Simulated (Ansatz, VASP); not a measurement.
# MgS in VASP and in Ansatz

Contents of POSCAR:

```
MgS
1.0
    0.0340798824      2.6015177399      2.6015177399
    2.6015177399      0.0340798824      2.6015177399
    2.6355976223      2.6355976223      0.0000000000
Mg S
1 1
Direct
    0.0000000000      0.0000000000      0.0000000000
    0.5000000000      0.5000000000      0.5000000000
```

The input INCAR.step1:

```
SYSTEM = MgS
  PREC = Accurate
  ENCUT = 520
  EDIFF = 1E-5
  ISMEAR = 0
  SIGMA = 0.01
  LREAL = .FALSE.
  LASPH = .TRUE.
  NELM = 100
  ALGO = Normal
  ISIF = 2
  LWAVE = .TRUE.
  LCHARG = .FALSE.
  GGA = PE
  NBANDS = 11
```

INCAR.step2

```
SYSTEM = MgS
  PREC = Accurate
  ENCUT = 520
  EDIFF = 1E-6
  ISMEAR = 0
  SIGMA = 0.01
  LREAL = .FALSE.
  LASPH = .TRUE.
  NELM = 100
  ALGO = Normal
  ISIF = 2
  LWAVE = .FALSE.
  LCHARG = .FALSE.
  GGA = PE
  LHFCALC = .TRUE.
  HFSCREEN = 0.2079
  PRECFOCK = Normal
  ISTART = 1
  NBANDS = 11
```

KPOINTS

```
Automatic mesh
0
G
  6 6 6
  0 0 0
```

Input for Ansatz:

```yaml
crystal:
  lattice:
    - [0.0340798824, 2.6015177399, 2.6015177399]
    - [2.6015177399, 0.0340798824, 2.6015177399]
    - [2.6355976223, 2.6355976223, 0.0]
  atoms:
    - { symbol: Mg, position: [0.0, 0.0, 0.0] }
    - { symbol: S, position: [0.5, 0.5, 0.5] }
kpoints:
  mp_grid: { grid: [6, 6, 6] }
  band_path:
    path:
      - [0.0, 0.0, 0.0]
      - [0.5, 0.0, 0.5]
      - [0.625, 0.25, 0.625]
      - [0.375, 0.375, 0.75]
      - [0.5, 0.5, 0.5]
      - [0.5, 0.25, 0.75]
      - [0.5, 0.5, 0.0]
    npoints: 1
hamiltonian:
  xc: hse06
scf:
  occupations: { method: fixed }
  n_extra_bands: 4
output:
  forces: true
  stress: true
  eigenvalues: true
  write_density: true
  write_potential: true
  elf: true
  volumetric_format: npy
```

Change from the starting cell: shear_xy strain +2.6%.

Alike in both runs: task single point; functional HSE06; k mesh 6 × 6 × 6; no spin polarisation.

|  | VASP | Ansatz |
| --- | --- | --- |
| version | VASP 6.6.1 | Ansatz 0.2.0 |
| potentials or method | VASP PAW PBE potentials, release 64 (Mg, S) | plane waves, PAW |
| plane-wave cutoff (eV) | 520 | 420 |
| occupations | gaussian, width 0.01 eV | fixed |
| valence electrons in the cell | 8 | 16 |

VASP gave:

- gap on the k mesh at the Fermi level (eV): 3.60
- pressure (GPa): -0.7
- traceless stress, the component that is largest in VASP (GPa): -1.52

**Question.** Which values does Ansatz return?

**Answer.** gap on the k mesh at the Fermi level (eV): 3.65; pressure (GPa): -0.4; traceless stress, the component that is largest in VASP (GPa): -1.52.

VASP's potentials hold 8 valence electrons a cell and Ansatz's 16, so a difference there can come from the potentials and not from the codes. Ansatz's warnings: stress exchange threshold loose, stress scf threshold loose.
